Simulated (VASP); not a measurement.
# CuI (P6_3/mmc) in VASP: a series of runs

Aim: see how the results for CuI move with the level of theory and the settings. Levels: PBE, PBEsol. Tasks: relaxation of cell and atoms.

Program: VASP 6.6.1. These are calculated values, not measurements. Logs are shortened: lines on timing, memory, paths and dates and some standing lists are left out, and cuts for length are marked.

### Step 1. The cell of the first run

Symmetry: P6_3/mmc, No. 194, hexagonal system. Conventional cell: a = 4.571 Å, b = 4.571 Å, c = 5.714 Å, α = 90.00°, β = 90.00°, γ = 120.00°. Within 3.5 Å of Cu (site symmetry -6m2) lie 5 I at 2.64 to 2.86 Å. Within 3.5 Å of I (site symmetry -6m2) lie 5 Cu at 2.64 to 2.86 Å.

### Step 2. Relaxation of cell and atoms, PBE

Input file INCAR:

```
PREC = Accurate
ENCUT = 600
EDIFF = 1E-7
ISMEAR = -1
SIGMA = 0.02
LREAL = False
LASPH = True
NELM = 80
ALGO = Normal
ISIF = 3
LWAVE = False
LCHARG = False
GGA = PE
IBRION = 2
NSW = 80
EDIFFG = -0.005
```

Input file KPOINTS:

```
Automatic mesh
0
Gamma
  6 6 4
```

Input file POSCAR:

```
CuI
1.0
    4.5712675664      0.0000000000      0.0000000000
   -2.2856337832      3.9588338400      0.0000000000
    0.0000000000      0.0000000000      5.7137808000
Cu I
2 2
Direct
    0.3333333333      0.6666666667      0.2500000000
    0.6666666667      0.3333333333      0.7500000000
    0.6666666667      0.3333333333      0.2500000000
    0.3333333333      0.6666666667      0.7500000000
```

Potentials or basis: VASP PAW PBE potentials, release 64 (Cu, I).

Run with:

```console
$ cat potpaw_PBE.64/Cu/POTCAR potpaw_PBE.64/I/POTCAR > POTCAR
$ mpirun -np 1 vasp_std > vasp.out
```

OUTCAR:

```text
PREC = Accurate
   ENCUT = 600
   EDIFF = 1E-7
   ISMEAR = -1
   LREAL = False
   LASPH = True
   NELM = 80
   ISIF = 3
   GGA = PE
   IBRION = 2
   NSW = 80
   EDIFFG = -0.005

 ion  position               nearest neighbor table
   1  0.333  0.667  0.250-   3 2.64   3 2.64   3 2.64   4 2.86   4 2.86
   2  0.667  0.333  0.750-   4 2.64   4 2.64   4 2.64   3 2.86   3 2.86
   3  0.667  0.333  0.250-   1 2.64   1 2.64   1 2.64   2 2.86   2 2.86
   4  0.333  0.667  0.750-   2 2.64   2 2.64   2 2.64   1 2.86   1 2.86

  LATTYP: Found a hexagonal cell.
 ALAT       =     4.5712675664
 C/A-ratio  =     1.2499335725

  Lattice vectors:

 A1 = (   4.5712675664,   0.0000000000,   0.0000000000)
 A2 = (  -2.2856337832,   3.9588338400,   0.0000000000)
 A3 = (   0.0000000000,   0.0000000000,   5.7137808000)

Analysis of symmetry for initial positions (statically):
=====================================================================
 Subroutine PRICEL returns:
 Original cell was already a primitive cell.

 Routine SETGRP: Setting up the symmetry group for a
 hexagonal supercell.

 Subroutine GETGRP returns: Found 24 space group operations
 (whereof 12 operations were pure point group operations)
 out of a pool of 24 trial point group operations.

The static configuration has the point symmetry D_3d.
 The point group associated with its full space group is D_6h.

Analysis of symmetry for dynamics (positions and initial velocities):
=====================================================================
 Subroutine PRICEL returns:
 Original cell was already a primitive cell.

 Routine SETGRP: Setting up the symmetry group for a
 hexagonal supercell.

 Subroutine GETGRP returns: Found 24 space group operations
 (whereof 12 operations were pure point group operations)
 out of a pool of 24 trial point group operations.

The dynamic configuration has the point symmetry D_3d.
 The point group associated with its full space group is D_6h.

 Subroutine INISYM returns: Found 24 space group operations
 (whereof 12 operations are pure point group operations),
 and found     1 'primitive' translations

----------------------------------------------------------------------------------------

                                     Primitive cell

  volume of cell :     103.4017

  direct lattice vectors                    reciprocal lattice vectors
     4.571267566  0.000000000  0.000000000     0.218757705  0.126299820  0.000000000
    -2.285633783  3.958833840  0.000000000     0.000000000  0.252599639  0.000000000
     0.000000000  0.000000000  5.713780800     0.000000000  0.000000000  0.175015464

  length of vectors
     4.571267566  4.571267566  5.713780800     0.252599639  0.252599639  0.175015464

  position of ions in fractional coordinates (direct lattice)
     0.333333333  0.666666667  0.250000000
     0.666666667  0.333333333  0.750000000
     0.666666667  0.333333333  0.250000000
     0.333333333  0.666666667  0.750000000

  ion indices of the primitive-cell ions
   primitive index   ion index
                 1           1
                 2           2
                 3           3
                 4           4

----------------------------------------------------------------------------------------

 KPOINTS: Automatic mesh

Automatic generation of k-mesh.
 Grid dimensions read from file:
 generate k-points for:    6    6    4

 Generating k-lattice:

  Cartesian coordinates                     Fractional coordinates (reciprocal lattice)
     0.036459617  0.021049970  0.000000000     0.166666667 -0.000000000  0.000000000
     0.000000000  0.042099940  0.000000000     0.000000000  0.166666667  0.000000000
     0.000000000  0.000000000  0.043753866     0.000000000  0.000000000  0.250000000

  Length of vectors
     0.042099940  0.042099940  0.043753866

  Shift w.r.t. Gamma in fractional coordinates (k-lattice)
     0.000000000  0.000000000  0.000000000

 Subroutine IBZKPT returns following result:
 ===========================================

 Found     21 irreducible k-points:

 Following reciprocal coordinates:
            Coordinates               Weight
  0.000000  0.000000  0.000000      1.000000
  0.166667  0.000000  0.000000      6.000000
  0.333333  0.000000  0.000000      6.000000
  0.500000  0.000000  0.000000      3.000000
  0.166667  0.166667  0.000000      6.000000
  0.333333  0.166667  0.000000     12.000000
[... 13 lines left out ...]
  0.333333  0.166667  0.500000     12.000000
  0.333333  0.333333  0.500000      2.000000
   k-points           NKPTS =     21   k-points in BZ     NKDIM =     21   number of bands    NBANDS=     22
   number of dos      NEDOS =    301   number of ions     NIONS =      4
   total plane-waves  NPLWV =  76800
   dimension x,y,z NGX =    40 NGY =   40 NGZ =   48
   dimension x,y,z NGXF=    80 NGYF=   80 NGZF=   96
   ions per type =               2   2
   NGX,Y,Z   is equivalent  to a cutoff of  14.55, 14.55, 13.97 a.u.
   NGXF,Y,Z  is equivalent  to a cutoff of  29.09, 29.09, 27.93 a.u.
 SYSTEM =  unknown system
   PREC   = accura    normal or accurate (medium, high low for compatibility)
   ISTART =      0    job   : 0-new  1-cont  2-samecut
   ICHARG =      2    charge: 1-file 2-atom 10-const
   ISPIN  =      1    spin polarized calculation?
   LNONCOLLINEAR =      F non collinear calculations
   LSORBIT =      F    spin-orbit coupling
   LASPH  =      T    aspherical Exc in radial PAW
   ENCUT  =  600.0 eV  44.10 Ry    6.64 a.u.   9.13  9.13 11.41*2*pi/ulx,y,z
   NELM   =     80;   NELMIN=  2; NELMDL= -5     # of ELM steps
   EDIFF  = 0.1E-06   stopping-criterion for ELM
   LREAL  =      F    real-space projection
   EDIFFG = -.5E-02   stopping-criterion for IOM
   NSW    =     80    number of steps for IOM
   IBRION =      2    ionic relax: 0-MD 1-quasi-New 2-CG
   NFREE  =      1    steps in history (QN), initial steepest desc. (CG)
   ISIF   =      3    stress and relaxation
   ISYM   =      2    0-nonsym 1-usesym 2-fastsym
   POTIM  = 0.5000    time-step for ionic-motion
   TEBEG  =    0.0;   TEEND  =   0.0 temperature during run
   PSTRESS=    0.0 pullay stress
   NELECT =      36.0000    total number of electrons
   NUPDOWN=      -1.0000    fix difference up-down
   EMIN   =  10.00;   EMAX   =-10.00  energy-range for DOS
   EFERMI =   0.00;   METHOD = LEGACY
   ISMEAR =    -1;   SIGMA  =   0.02  broadening in eV -4-tet -1-fermi 0-gaus
   EFERMI_NEDOS =   21; number of points for ismear=-14 and -15
   IALGO  =     38    algorithm
   IMIX   =      4    mixing-type and parameters
     AMIX     =   0.40;   BMIX     =  1.00
     AMIX_MAG =   1.60;   BMIX_MAG =  1.00
  volume/ion in A,a.u.               =      25.85       174.45
  Fermi-wavevector in a.u.,A,eV,Ry     =   1.151684  2.176366 18.046428  1.326375
  Thomas-Fermi vector in A             =   2.288340
   LORBIT       =      0    0 simple, 1 ext, 2 COOP (PROOUT), +10 PAW based schemes
   GGA     = PE    functional components
   LHFCALC =     F    Hartree Fock is set to
   AEXX    =    0.0000 exact exchange contribution
   IVDW    =     0    specifies the selected vdW correction
   LEPSILON=     F    determine dielectric tensor
   LRPA    =     F    only Hartree local field effects (RPA)
 conjugate gradient relaxation of ions
 non-spin polarized calculation
  energy-cutoff  :      600.00
  volume of cell :      103.40
 maximum number of plane-waves:      3477
 NGX is ok and might be reduce to    40
   NGX = 19   NGY = 19   NGZ = 23

--------------------------------------- Ionic step        1  -------------------------------------------

 number of electron      35.9999991 magnetization

 Free energy of the ion-electron system (eV)
  ---------------------------------------------------
  ext. energy  EPLUGINS =         0.00000000
  ---------------------------------------------------
  free energy    TOTEN  =       -10.39572257 eV

  energy without entropy =      -10.39506256  energy(sigma->0) =      -10.39539257

------------------------ aborting loop because EDIFF is reached ----------------------------------------

  FORCE on cell =-STRESS in cart. coord.  units (eV):
  Direction    XX          YY          ZZ          XY          YZ          ZX
  --------------------------------------------------------------------------------------
  -------------------------------------------------------------------------------------
  Total        1.0825739      1.0825739      4.3529476      0.0000000     -0.0000000      0.0000000
  in kB       16.7741551     16.7741551     67.4476041      0.0000000     -0.0000000      0.0000000
  external PRESSURE =      33.6653048 kB  Pullay stress =       0.0000000 kB
[... 95 lines left out ...]
  FREE ENERGIE OF THE ION-ELECTRON SYSTEM (eV)
  ---------------------------------------------------
  free  energy   TOTEN  =       -10.5538045663 eV

  energy  without entropy=      -10.5538045176  energy(sigma->0) =      -10.55380454

[... ionic steps 4 to 9 ...]

--------------------------------------- Ionic step       10  -------------------------------------------

 number of electron      36.0000017 magnetization

------------------------ aborting loop because EDIFF is reached ----------------------------------------

  FORCE on cell =-STRESS in cart. coord.  units (eV):
  Direction    XX          YY          ZZ          XY          YZ          ZX
  --------------------------------------------------------------------------------------
  -------------------------------------------------------------------------------------
  Total        0.5569720      0.5569720      0.0395683      0.0000000      0.0000000      0.0000000
  in kB        6.8203611      6.8203611      0.4845312      0.0000000      0.0000000      0.0000000
  external PRESSURE =       4.7084178 kB  Pullay stress =       0.0000000 kB
[... 61 lines left out ...]
  energy  without entropy=      -10.8042670085  energy(sigma->0) =      -10.80426701

--------------------------------------- Ionic step       12  -------------------------------------------

 number of electron      36.0000005 magnetization

 Free energy of the ion-electron system (eV)
  ---------------------------------------------------
  ext. energy  EPLUGINS =         0.00000000
  ---------------------------------------------------
  free energy    TOTEN  =       -10.81224358 eV

  energy without entropy =      -10.81224358  energy(sigma->0) =      -10.81224358

 E-fermi :   3.2838     XC(G=0):  -8.0872

 val. band max:        2.8707813477   @ k =   0.0000   0.0000   0.0000
 cond. band min:       4.0270096965   @ k =   0.0000   0.0000   0.0000
 fundamental gap:      1.1562283488
 Fermi energy:         3.2838384130

 k-point     1 :       0.0000    0.0000    0.0000
  band No.  band energies     occupation
      1     -10.6775      2.00000
      2     -10.4759      2.00000
      3      -1.0602      2.00000
      4      -1.0602      2.00000
      5      -1.0448      2.00000
      6      -0.9872      2.00000
[... 545 lines left out ...]
  FREE ENERGIE OF THE ION-ELECTRON SYSTEM (eV)
  ---------------------------------------------------
  free  energy   TOTEN  =       -10.8122435845 eV

  energy  without entropy=      -10.8122435845  energy(sigma->0) =      -10.81224358

 reached required accuracy - stopping structural energy minimisation
```

Run time: 6.4 min. Hardware: 1 thread of Intel Xeon 6975P-C (Granite Rapids), shared host; peak memory 0.31 GiB.

Results:

```yaml
Free_energy: -10.8122 eV
Relaxed_volume: 32.90 Å³/atom
Relaxed_cell: a = 4.396 Å, b = 4.396 Å, c = 7.864 Å, α = 90.00°, β = 90.00°, γ = 120.00°
Space_group_after_relaxing_to_0.1_Å: P6_3/mmc (No. 194)
Energy_gained_by_relaxing: 104.1 meV/atom
Ionic_steps: 12
Pressure_after_relaxing: 0.0 GPa
Band_gap_on_the_k_mesh: 1.16 eV
```

The path:
| step | energy change (eV) | largest force (eV/Å) | pressure (GPa) | volume (Å³) |
| --- | --- | --- | --- | --- |
| 1 | 0.0000 | 0.0000 | 3.37 | 103.40 |
| 2 | -0.1513 | 0.0000 | -0.17 | 111.69 |
| 3 | -0.1581 | 0.0000 | -1.94 | 118.42 |
| 4 | -0.1644 | 0.0000 | -1.40 | 116.02 |
| 5 | -0.2675 | 0.0000 | -0.82 | 115.42 |
| 6 | -0.3568 | 0.0000 | 1.48 | 113.73 |
| 7 | -0.3960 | 0.0000 | 0.85 | 119.73 |
| 8 | -0.4091 | 0.0000 | 0.60 | 124.44 |
| 9 | -0.4126 | 0.0000 | 0.44 | 133.77 |
| 10 | -0.4138 | 0.0000 | 0.47 | 130.84 |
| 11 | -0.4085 | 0.0000 | -0.73 | 132.94 |
| 12 | -0.4165 | 0.0000 | 0.01 | 131.61 |

Final structure:
```
Cu I
1.0
     4.39601    0.00000    0.00000
    -2.19801    3.80706    0.00000
     0.00000    0.00000    7.86393
Cu I
2 2
Direct
  0.33333 0.66667 0.25000
  0.66667 0.33333 0.75000
  0.66667 0.33333 0.25000
  0.33333 0.66667 0.75000
```

Levels at points of the mesh, in eV from the valence-band top:
```
           k point  band 14  band 15  band 16  band 17  band 18  band 19  band 20  band 21  band 22
(0.00, 0.00, 0.00)    -1.47    -0.14    -0.14     0.00     0.00     1.16     1.43     5.05     5.05
(0.50, 0.00, 0.00)    -1.45    -1.39    -1.29    -1.18    -0.88     2.56     2.96     3.63     4.84
(0.00, 0.00, 0.50)    -1.46    -0.07    -0.07    -0.07    -0.07     1.58     1.58     5.22     5.22
(0.50, 0.00, 0.50)    -1.50    -1.34    -1.34    -0.90    -0.90     2.79     2.79     3.45     3.45
```

Caveat: the volume moved by over 15 % at a fixed basis, so the end points are rough; spin-orbit coupling is left out, which moves the levels of the heavy elements. A k mesh can miss the band edges.

### Step 3. Relaxation of cell and atoms, PBEsol

This run uses another cell than the first one, of 33.78 Å³/atom.

Input file INCAR:

```
SYSTEM = CuI
PREC = Accurate
ENCUT = 600
EDIFF = 1E-6
ISMEAR = -1
SIGMA = 0.02
LREAL = .FALSE.
LASPH = .TRUE.
NELM = 60
ALGO = Normal
ISIF = 3
LWAVE = .FALSE.
LCHARG = .FALSE.
GGA = PS
IBRION = 2
NSW = 80
EDIFFG = -0.005
```

Input file KPOINTS:

```
regular mesh
0
G
  6 6 4
  0 0 0
```

Input file POSCAR:

```
CuI
1.0
    4.3900976535      0.0000000000      0.0000000000
   -2.1950488267      3.8019360930      0.0000000000
    0.0000000000      0.0000000000      8.0957259507
Cu I
2 2
Direct
    0.3333333333      0.6666666667      0.2500000000
    0.6666666667      0.3333333333      0.7500000000
    0.6666666667      0.3333333333      0.2500000000
    0.3333333333      0.6666666667      0.7500000000
```

Potentials or basis: VASP PAW PBE potentials, release 64 (Cu, I).

Run with:

```console
$ cat potpaw_PBE.64/Cu/POTCAR potpaw_PBE.64/I/POTCAR > POTCAR
$ mpirun -np 1 vasp_std > vasp.out
```

Run time: 11 min. Hardware: 1 thread of Intel Xeon 6975P-C (Granite Rapids), shared host; peak memory 0.35 GiB.

The run converged. Its results:

- Free energy: -12.2033 eV
- Relaxed volume: 27.72 Å³/atom
- Relaxed cell: a = 4.350 Å, b = 4.350 Å, c = 6.767 Å, α = 90.00°, β = 90.00°, γ = 120.00°
- Space group after relaxing (to 0.1 Å): P6_3/mmc (No. 194)
- Energy gained by relaxing: 31.6 meV/atom
- Ionic steps: 20
- Pressure after relaxing: 0.0 GPa
- Band gap on the k mesh: 1.03 eV

Step by step:
```tsv
step	energy change (eV)	largest force (eV/Å)	pressure (GPa)	volume (Å³)
1	0.0000	0.0000	-2.02	135.12
2	-0.0414	0.0000	0.58	126.94
3	-0.0471	0.0000	-0.12	128.96
4	-0.0471	0.0000	-0.17	129.08
5	-0.0515	0.0000	-0.22	128.24
6	-0.0589	0.0000	-0.24	126.87
7	-0.0739	0.0000	-0.29	124.13
8	-0.1021	0.0000	-0.19	118.61
9	-0.1201	0.0000	0.88	107.45
10	-0.1238	0.0000	0.24	112.03
11	-0.1249	0.0000	0.40	110.74
12	-0.1116	0.0000	-1.22	112.58
13	-0.1264	0.0000	-0.02	111.19
14	-0.1264	0.0000	-0.05	111.19
15	-0.1265	0.0000	-0.19	110.94
16	-0.1264	0.0000	-0.01	110.16
17	-0.1265	0.0000	0.11	110.39
18	-0.1266	0.0000	0.11	110.67
19	-0.1266	0.0000	0.06	110.80
20	-0.1265	0.0000	0.00	110.87
```

Final structure:
```cif
data_structure
_symmetry_space_group_name_H-M 'P 1'
_symmetry_Int_Tables_number 1
_cell_length_a 4.3496
_cell_length_b 4.3496
_cell_length_c 6.7666
_cell_angle_alpha 90.000
_cell_angle_beta 90.000
_cell_angle_gamma 120.000
_cell_volume 110.87
loop_
_atom_site_label
_atom_site_type_symbol
_atom_site_fract_x
_atom_site_fract_y
_atom_site_fract_z
_atom_site_occupancy
Cu1 Cu 0.33333 0.66667 0.25000 1
Cu2 Cu 0.66667 0.33333 0.75000 1
I1 I 0.66667 0.33333 0.25000 1
I2 I 0.33333 0.66667 0.75000 1
```

Levels at points of the mesh, in eV from the valence-band top:
```
           k point  band 15  band 16  band 17  band 18  band 19  band 20  band 21  band 22
(0.00, 0.00, 0.00)    -0.38    -0.38     0.00     0.00     1.03     1.25     4.63     4.63
(0.50, 0.00, 0.00)    -1.61    -1.42    -1.39    -1.02     2.06     3.15     4.02     6.11
(0.00, 0.00, 0.50)    -0.19    -0.19    -0.19    -0.19     1.80     1.80     4.91     4.91
(0.50, 0.00, 0.50)    -1.51    -1.51    -0.74    -0.74     2.75     2.75     3.32     3.32
```

Caveat: the volume moved by over 15 % at a fixed basis, so the end points are rough; the PAW data sets were made with another functional, which shifts forces and pressure a little; spin-orbit coupling is left out, which moves the levels of the heavy elements.
